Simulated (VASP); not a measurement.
# MgO (rock salt type) in VASP: settings compared

The runs below take MgO (rock salt type) through single point, with PBE, HSE06.

All numbers are computed with VASP 6.6.1; they aren't measurements. Logs are shortened: lines on timing, memory, paths and dates and some standing lists are left out, and cuts for length are marked.

## (1) The cell of the first run

It takes space group Fm-3m (No. 225, cubic). Conventional cell: a = 4.250 Å, b = 4.250 Å, c = 4.250 Å, α = 90.00°, β = 90.00°, γ = 90.00°. Mg (site symmetry m-3m) has 6 O at 2.12 Å within 2.8 Å. Within 2.8 Å of O (site symmetry m-3m) lie 6 Mg at 2.12 Å.

## (2) Single point, PBE

Contents of INCAR:

```
ALGO = Normal
EDIFF = 1E-6
ENCUT = 600
GGA = PE
GGA_COMPAT = False
ISIF = 2
ISMEAR = -1
LASPH = True
LCHARG = False
LREAL = False
LWAVE = False
NBANDS = 11
NELM = 120
PREC = Accurate
SIGMA = 0.1
```

Contents of KPOINTS:

```
k-points
0
Gamma
  8 8 8
```

Contents of POSCAR:

```
MgO
1.0
    0.0000000000      2.1250000000      2.1250000000
    2.1250000000      0.0000000000      2.1250000000
    2.1250000000      2.1250000000      0.0000000000
Mg O
1 1
Direct
    0.0000000000      0.0000000000      0.0000000000
    0.5000000000      0.5000000000      0.5000000000
```

Potentials or basis: VASP PAW PBE potentials, release 64 (Mg, O).

Started as:

```bash
$ cat potpaw_PBE.64/Mg/POTCAR potpaw_PBE.64/O/POTCAR > POTCAR
$ mpirun -np 1 vasp_std > vasp.out
```

OUTCAR:

```text
EDIFF = 1E-6
   ENCUT = 600
   GGA = PE
   ISIF = 2
   ISMEAR = -1
   LASPH = True
   LREAL = False
   NELM = 120
   PREC = Accurate

 ion  position               nearest neighbor table
   1  0.000  0.000  0.000-   2 2.12   2 2.12   2 2.12   2 2.12   2 2.12   2 2.12
   2  0.500  0.500  0.500-   1 2.12   1 2.12   1 2.12   1 2.12   1 2.12   1 2.12

  LATTYP: Found a face centered cubic cell.
 ALAT       =     4.2500000000

  Lattice vectors:

 A1 = (   0.0000000000,   2.1250000000,   2.1250000000)
 A2 = (   2.1250000000,   0.0000000000,   2.1250000000)
 A3 = (   2.1250000000,   2.1250000000,   0.0000000000)

Analysis of symmetry for initial positions (statically):
=====================================================================
 Subroutine PRICEL returns:
 Original cell was already a primitive cell.

 Routine SETGRP: Setting up the symmetry group for a
 face centered cubic supercell.

 Subroutine GETGRP returns: Found 48 space group operations
 (whereof 48 operations were pure point group operations)
 out of a pool of 48 trial point group operations.

The static configuration has the point symmetry O_h .

Analysis of symmetry for dynamics (positions and initial velocities):
=====================================================================
 Subroutine PRICEL returns:
 Original cell was already a primitive cell.

 Routine SETGRP: Setting up the symmetry group for a
 face centered cubic supercell.

 Subroutine GETGRP returns: Found 48 space group operations
 (whereof 48 operations were pure point group operations)
 out of a pool of 48 trial point group operations.

The dynamic configuration has the point symmetry O_h .

 Subroutine INISYM returns: Found 48 space group operations
 (whereof 48 operations are pure point group operations),
 and found     1 'primitive' translations

----------------------------------------------------------------------------------------

                                     Primitive cell

  volume of cell :      19.1914

  direct lattice vectors                    reciprocal lattice vectors
     0.000000000  2.125000000  2.125000000    -0.235294118  0.235294118  0.235294118
     2.125000000  0.000000000  2.125000000     0.235294118 -0.235294118  0.235294118
     2.125000000  2.125000000  0.000000000     0.235294118  0.235294118 -0.235294118

  length of vectors
     3.005203820  3.005203820  3.005203820     0.407541366  0.407541366  0.407541366

  position of ions in fractional coordinates (direct lattice)
[... 85 lines left out ...]
   ISIF   =      2    stress and relaxation
   ISYM   =      2    0-nonsym 1-usesym 2-fastsym
   POTIM  = 0.5000    time-step for ionic-motion
   TEBEG  =    0.0;   TEEND  =   0.0 temperature during run
   PSTRESS=    0.0 pullay stress
   NELECT =       8.0000    total number of electrons
   NUPDOWN=      -1.0000    fix difference up-down
   EMIN   =  10.00;   EMAX   =-10.00  energy-range for DOS
   EFERMI =   0.00;   METHOD = LEGACY
   ISMEAR =    -1;   SIGMA  =   0.10  broadening in eV -4-tet -1-fermi 0-gaus
   EFERMI_NEDOS =   21; number of points for ismear=-14 and -15
   IALGO  =     38    algorithm
   IMIX   =      4    mixing-type and parameters
     AMIX     =   0.40;   BMIX     =  1.00
     AMIX_MAG =   1.60;   BMIX_MAG =  1.00
  volume/ion in A,a.u.               =       9.60        64.76
  Fermi-wavevector in a.u.,A,eV,Ry     =   1.222933  2.311008 20.348389  1.495564
  Thomas-Fermi vector in A             =   2.358062
   LORBIT       =      0    0 simple, 1 ext, 2 COOP (PROOUT), +10 PAW based schemes
   GGA     = PE    functional components
   LHFCALC =     F    Hartree Fock is set to
   AEXX    =    0.0000 exact exchange contribution
   IVDW    =     0    specifies the selected vdW correction
   LEPSILON=     F    determine dielectric tensor
   LRPA    =     F    only Hartree local field effects (RPA)
 non-spin polarized calculation
  energy-cutoff  :      600.00
  volume of cell :       19.19
 maximum number of plane-waves:       652
   NGX = 13   NGY = 13   NGZ = 13

 number of electron       8.0000004 magnetization

 Free energy of the ion-electron system (eV)
  ---------------------------------------------------
  ext. energy  EPLUGINS =         0.00000000
  ---------------------------------------------------
  free energy    TOTEN  =       -11.91491662 eV

  energy without entropy =      -11.91491662  energy(sigma->0) =      -11.91491662

 E-fermi :   5.0112     XC(G=0): -10.9519

 val. band max:        2.9861335828   @ k =   0.0000   0.0000   0.0000
 cond. band min:       7.4560549104   @ k =   0.0000   0.0000   0.0000
 fundamental gap:      4.4699213276
 Fermi energy:         5.0111828506

 k-point     1 :       0.0000    0.0000    0.0000
  band No.  band energies     occupation
      1     -14.1409      2.00000
      2       2.9861      2.00000
      3       2.9861      2.00000
      4       2.9861      2.00000
      5       7.4561      0.00000
      6      18.6352      0.00000
      7      18.6352      0.00000
      8      18.6352      0.00000
      9      22.4796      0.00000
     10      24.2251      0.00000
     11      24.2251      0.00000
[... 309 lines left out ...]
 k-point    24 :      -0.3750    0.2500    0.1250
  band No.  band energies     occupation
      1     -12.7798      2.00000
      2      -0.9098      2.00000
      3       1.1113      2.00000
      4       2.0353      2.00000
      5      12.4690      0.00000
      6      14.9236      0.00000
      7      16.1958      0.00000
      8      19.5574      0.00000
      9      23.1974      0.00000
     10      24.7047      0.00000
     11      28.7177      0.00000

 [... further k-points ...]

------------------------ aborting loop because EDIFF is reached ----------------------------------------

  FORCE on cell =-STRESS in cart. coord.  units (eV):
  Direction    XX          YY          ZZ          XY          YZ          ZX
  --------------------------------------------------------------------------------------
  -------------------------------------------------------------------------------------
  Total       -0.0747895     -0.0747895     -0.0747895      0.0000000      0.0000000     -0.0000000
  in kB       -6.2437322     -6.2437322     -6.2437322      0.0000000      0.0000000     -0.0000000
  external PRESSURE =      -6.2437322 kB  Pullay stress =       0.0000000 kB

 VOLUME and BASIS-vectors are now :
 -----------------------------------------------------------------------------
  energy-cutoff  :      600.00
  volume of cell :       19.19
      direct lattice vectors                 reciprocal lattice vectors
     0.000000000  2.125000000  2.125000000    -0.235294118  0.235294118  0.235294118
     2.125000000  0.000000000  2.125000000     0.235294118 -0.235294118  0.235294118
     2.125000000  2.125000000  0.000000000     0.235294118  0.235294118 -0.235294118

 POSITION                                       TOTAL-FORCE (eV/Angst)
 -----------------------------------------------------------------------------------
      0.00000      0.00000      0.00000        -0.000000     -0.000000     -0.000000
      2.12500      2.12500      2.12500         0.000000      0.000000      0.000000
 -----------------------------------------------------------------------------------
    total drift:                               -0.000000     -0.000000      0.000000

  FREE ENERGIE OF THE ION-ELECTRON SYSTEM (eV)
  ---------------------------------------------------
  free  energy   TOTEN  =       -11.9149166224 eV

  energy  without entropy=      -11.9149166222  energy(sigma->0) =      -11.91491662
```

stdout:

```text
POSCAR found type information on POSCAR MgO
 POSCAR found :  2 types and       2 ions
 scaLAPACK will be used
 LDA part: xc-table for (Slater+PW92), standard interpolation
 POSCAR, INCAR and KPOINTS ok, starting setup
 FFT: planning ... GRIDC
 FFT: planning ... GRID_SOFT
 FFT: planning ... GRID
 WAVECAR not read
 entering main loop
```

Wall time 14 s (1 thread of Intel Xeon 8259CL, shared host); peak memory 0.11 GiB.

Results:

- Free energy: -11.9149 eV
- Pressure: -0.6 GPa
- Band gap on the k mesh: 4.47 eV

## (3) Single point, PBE

Contents of INCAR:

```
SYSTEM = MgO
PREC = Accurate ; ENCUT = 600
EDIFF = 1E-6 ; ISMEAR = -1
SIGMA = 0.1 ; LREAL = .FALSE.
LASPH = .TRUE. ; NELM = 120
ALGO = Normal ; ISIF = 2
LWAVE = .FALSE. ; LCHARG = .FALSE.
GGA = PE ; NBANDS = 11
GGA_COMPAT = .FALSE.
```

Contents of KPOINTS:

```
Automatic mesh
0
G
  8 8 8
  0 0 0
```

Edit POSCAR of step 2 so:

```diff
@@ -8,3 +8,3 @@
 Direct
-    0.0000000000      0.0000000000      0.0000000000
+   -0.0047058824      0.0047058824      0.0047058824
     0.5000000000      0.5000000000      0.5000000000
```

Potentials or basis: VASP PAW PBE potentials, release 64 (Mg, O).

Started as:

```bash
$ cat potpaw_PBE.64/Mg/POTCAR potpaw_PBE.64/O/POTCAR > POTCAR
$ mpirun -np 1 vasp_std > vasp.out
```

OUTCAR:

```text
SYSTEM = MgO
   PREC = Accurate
   ENCUT = 600
   EDIFF = 1E-6
   ISMEAR = -1
   LREAL = .FALSE.
   LASPH = .TRUE.
   NELM = 120
   ISIF = 2
   GGA = PE

 ion  position               nearest neighbor table
   1  0.995  0.005  0.005-   2 2.10   2 2.13   2 2.13   2 2.13   2 2.13   2 2.15
   2  0.500  0.500  0.500-   1 2.10   1 2.13   1 2.13   1 2.13   1 2.13   1 2.15

  LATTYP: Found a face centered cubic cell.
 ALAT       =     4.2500000000

  Lattice vectors:

 A1 = (   0.0000000000,   2.1250000000,   2.1250000000)
 A2 = (   2.1250000000,   0.0000000000,   2.1250000000)
 A3 = (   2.1250000000,   2.1250000000,   0.0000000000)

Analysis of symmetry for initial positions (statically):
=====================================================================
 Subroutine PRICEL returns:
 Original cell was already a primitive cell.

 Routine SETGRP: Setting up the symmetry group for a
 face centered cubic supercell.

 Subroutine GETGRP returns: Found  8 space group operations
 (whereof  8 operations were pure point group operations)
 out of a pool of 48 trial point group operations.

The static configuration has the point symmetry C_4v.

Analysis of symmetry for dynamics (positions and initial velocities):
=====================================================================
 Subroutine PRICEL returns:
 Original cell was already a primitive cell.

 Routine SETGRP: Setting up the symmetry group for a
 face centered cubic supercell.

 Subroutine GETGRP returns: Found  8 space group operations
 (whereof  8 operations were pure point group operations)
 out of a pool of 48 trial point group operations.

The dynamic configuration has the point symmetry C_4v.

 Subroutine INISYM returns: Found  8 space group operations
 (whereof  8 operations are pure point group operations),
 and found     1 'primitive' translations

----------------------------------------------------------------------------------------

                                     Primitive cell

  volume of cell :      19.1914

  direct lattice vectors                    reciprocal lattice vectors
     0.000000000  2.125000000  2.125000000    -0.235294118  0.235294118  0.235294118
     2.125000000  0.000000000  2.125000000     0.235294118 -0.235294118  0.235294118
     2.125000000  2.125000000  0.000000000     0.235294118  0.235294118 -0.235294118

  length of vectors
     3.005203820  3.005203820  3.005203820     0.407541366  0.407541366  0.407541366

  position of ions in fractional coordinates (direct lattice)
     0.995294118  0.004705882  0.004705882
     0.500000000  0.500000000  0.500000000

  ion indices of the primitive-cell ions
   primitive index   ion index
                 1           1
                 2           2

----------------------------------------------------------------------------------------

 KPOINTS: Automatic mesh

Automatic generation of k-mesh.
 Grid dimensions read from file:
 generate k-points for:    8    8    8

 Generating k-lattice:

  Cartesian coordinates                     Fractional coordinates (reciprocal lattice)
    -0.029411765  0.029411765  0.029411765     0.125000000  0.000000000  0.000000000
     0.029411765 -0.029411765  0.029411765     0.000000000  0.125000000  0.000000000
     0.029411765  0.029411765 -0.029411765     0.000000000  0.000000000  0.125000000

  Length of vectors
     0.050942671  0.050942671  0.050942671

  Shift w.r.t. Gamma in fractional coordinates (k-lattice)
     0.000000000  0.000000000  0.000000000

 Subroutine IBZKPT returns following result:
 ===========================================

 Found     59 irreducible k-points:

 Following reciprocal coordinates:
            Coordinates               Weight
  0.000000  0.000000  0.000000      1.000000
  0.125000  0.000000  0.000000      8.000000
  0.250000  0.000000  0.000000      8.000000
  0.375000  0.000000  0.000000      8.000000
  0.500000  0.000000  0.000000      4.000000
  0.125000  0.125000  0.000000      4.000000
[... 16 lines left out ...]
  0.000000  0.375000  0.250000      8.000000
  0.500000  0.250000  0.000000     16.000000
 [... further k-points ...]
   k-points           NKPTS =     59   k-points in BZ     NKDIM =     59   number of bands    NBANDS=     11
   number of dos      NEDOS =    301   number of ions     NIONS =      2
   total plane-waves  NPLWV =  13824
   dimension x,y,z NGX =    24 NGY =   24 NGZ =   24
   dimension x,y,z NGXF=    48 NGYF=   48 NGZF=   48
   ions per type =               1   1
   NGX,Y,Z   is equivalent  to a cutoff of  13.28, 13.28, 13.28 a.u.
   NGXF,Y,Z  is equivalent  to a cutoff of  26.55, 26.55, 26.55 a.u.
 SYSTEM =  MgO
   PREC   = accura    normal or accurate (medium, high low for compatibility)
   ISTART =      0    job   : 0-new  1-cont  2-samecut
   ICHARG =      2    charge: 1-file 2-atom 10-const
   ISPIN  =      1    spin polarized calculation?
   LNONCOLLINEAR =      F non collinear calculations
   LSORBIT =      F    spin-orbit coupling
   LASPH  =      T    aspherical Exc in radial PAW
   ENCUT  =  600.0 eV  44.10 Ry    6.64 a.u.   6.00  6.00  6.00*2*pi/ulx,y,z
   NELM   =    120;   NELMIN=  2; NELMDL= -5     # of ELM steps
   EDIFF  = 0.1E-05   stopping-criterion for ELM
   LREAL  =      F    real-space projection
   EDIFFG = 0.1E-04   stopping-criterion for IOM
   NSW    =      0    number of steps for IOM
   IBRION =     -1    ionic relax: 0-MD 1-quasi-New 2-CG
   NFREE  =      0    steps in history (QN), initial steepest desc. (CG)
   ISIF   =      2    stress and relaxation
   ISYM   =      2    0-nonsym 1-usesym 2-fastsym
   POTIM  = 0.5000    time-step for ionic-motion
   TEBEG  =    0.0;   TEEND  =   0.0 temperature during run
   PSTRESS=    0.0 pullay stress
   NELECT =       8.0000    total number of electrons
   NUPDOWN=      -1.0000    fix difference up-down
   EMIN   =  10.00;   EMAX   =-10.00  energy-range for DOS
   EFERMI =   0.00;   METHOD = LEGACY
   ISMEAR =    -1;   SIGMA  =   0.10  broadening in eV -4-tet -1-fermi 0-gaus
   EFERMI_NEDOS =   21; number of points for ismear=-14 and -15
   IALGO  =     38    algorithm
   IMIX   =      4    mixing-type and parameters
     AMIX     =   0.40;   BMIX     =  1.00
     AMIX_MAG =   1.60;   BMIX_MAG =  1.00
  volume/ion in A,a.u.               =       9.60        64.76
  Fermi-wavevector in a.u.,A,eV,Ry     =   1.222933  2.311008 20.348389  1.495564
  Thomas-Fermi vector in A             =   2.358062
   LORBIT       =      0    0 simple, 1 ext, 2 COOP (PROOUT), +10 PAW based schemes
   GGA     = PE    functional components
   LHFCALC =     F    Hartree Fock is set to
   AEXX    =    0.0000 exact exchange contribution
   IVDW    =     0    specifies the selected vdW correction
   LEPSILON=     F    determine dielectric tensor
   LRPA    =     F    only Hartree local field effects (RPA)
 non-spin polarized calculation
  energy-cutoff  :      600.00
  volume of cell :       19.19
 maximum number of plane-waves:       652
   NGX = 13   NGY = 13   NGZ = 13

 number of electron       8.0000004 magnetization

 Free energy of the ion-electron system (eV)
  ---------------------------------------------------
  ext. energy  EPLUGINS =         0.00000000
  ---------------------------------------------------
  free energy    TOTEN  =       -11.91394490 eV

  energy without entropy =      -11.91394490  energy(sigma->0) =      -11.91394490

 E-fermi :   5.0126     XC(G=0): -10.9517

 val. band max:        2.9857248015   @ k =   0.0000   0.0000   0.0000
 cond. band min:       7.4555675959   @ k =   0.0000   0.0000   0.0000
 fundamental gap:      4.4698427944
 Fermi energy:         5.0126096899

 k-point     1 :       0.0000    0.0000    0.0000
  band No.  band energies     occupation
      1     -14.1411      2.00000
      2       2.9852      2.00000
      3       2.9857      2.00000
      4       2.9857      2.00000
      5       7.4556      0.00000
      6      18.6358      0.00000
      7      18.6366      0.00000
      8      18.6366      0.00000
      9      22.4787      0.00000
     10      24.2253      0.00000
     11      24.2262      0.00000
[... 309 lines left out ...]
 k-point    24 :       0.5000    0.2500    0.0000
  band No.  band energies     occupation
      1     -12.8093      2.00000
      2      -0.7321      2.00000
      3       1.1287      2.00000
      4       2.0017      2.00000
      5      12.4966      0.00000
      6      14.3269      0.00000
      7      16.0048      0.00000
      8      20.3006      0.00000
      9      21.4338      0.00000
     10      27.1263      0.00000
     11      29.2766      0.00000

 [... further k-points ...]

------------------------ aborting loop because EDIFF is reached ----------------------------------------

  FORCE on cell =-STRESS in cart. coord.  units (eV):
  Direction    XX          YY          ZZ          XY          YZ          ZX
  --------------------------------------------------------------------------------------
  -------------------------------------------------------------------------------------
  Total       -0.0595856     -0.0752240     -0.0752240     -0.0000000     -0.0000000      0.0000000
  in kB       -4.9744513     -6.2800091     -6.2800091     -0.0000000     -0.0000000      0.0000000
  external PRESSURE =      -5.8448232 kB  Pullay stress =       0.0000000 kB

 VOLUME and BASIS-vectors are now :
 -----------------------------------------------------------------------------
  energy-cutoff  :      600.00
  volume of cell :       19.19
      direct lattice vectors                 reciprocal lattice vectors
     0.000000000  2.125000000  2.125000000    -0.235294118  0.235294118  0.235294118
     2.125000000  0.000000000  2.125000000     0.235294118 -0.235294118  0.235294118
     2.125000000  2.125000000  0.000000000     0.235294118  0.235294118 -0.235294118

 POSITION                                       TOTAL-FORCE (eV/Angst)
 -----------------------------------------------------------------------------------
      0.02000      2.12500      2.12500        -0.097348      0.000000      0.000000
      2.12500      2.12500      2.12500         0.097348      0.000000      0.000000
 -----------------------------------------------------------------------------------
    total drift:                                0.000088     -0.000000     -0.000000

  FREE ENERGIE OF THE ION-ELECTRON SYSTEM (eV)
  ---------------------------------------------------
  free  energy   TOTEN  =       -11.9139448995 eV

  energy  without entropy=      -11.9139448993  energy(sigma->0) =      -11.91394490
```

stdout:

```text
POSCAR found type information on POSCAR MgO
 POSCAR found :  2 types and       2 ions
 scaLAPACK will be used
 LDA part: xc-table for (Slater+PW92), standard interpolation
 POSCAR, INCAR and KPOINTS ok, starting setup
 FFT: planning ... GRIDC
 FFT: planning ... GRID_SOFT
 FFT: planning ... GRID
 WAVECAR not read
 entering main loop
```

Wall time 23 s (1 thread of Intel Xeon 8259CL, shared host); peak memory 0.12 GiB.

Results:

```yaml
Free_energy: -11.9139 eV
Pressure: -0.6 GPa
Largest_force: 0.097 eV/Å
Band_gap_on_the_k_mesh: 4.47 eV
```

Forces in eV/Å, atoms in the order of the input:
```
Mg  -0.097  0.000  0.000
O    0.097  0.000  0.000
```

Levels at points of the mesh, in eV from the valence-band top:
```
           k point  band 2  band 3  band 4  band 5  band 6  band 7
(0.00, 0.00, 0.00)    0.00    0.00    0.00    4.47   15.65   15.65
(0.50, 0.00, 0.00)   -4.50   -0.62   -0.62    7.73   12.30   16.04
(0.50, 0.50, 0.00)   -3.97   -1.31   -1.31    9.09    9.68   12.82
(0.00, 0.50, 0.50)   -3.97   -1.31   -1.31    9.09    9.68   12.82
```

(Continued in part 2 of 2.)
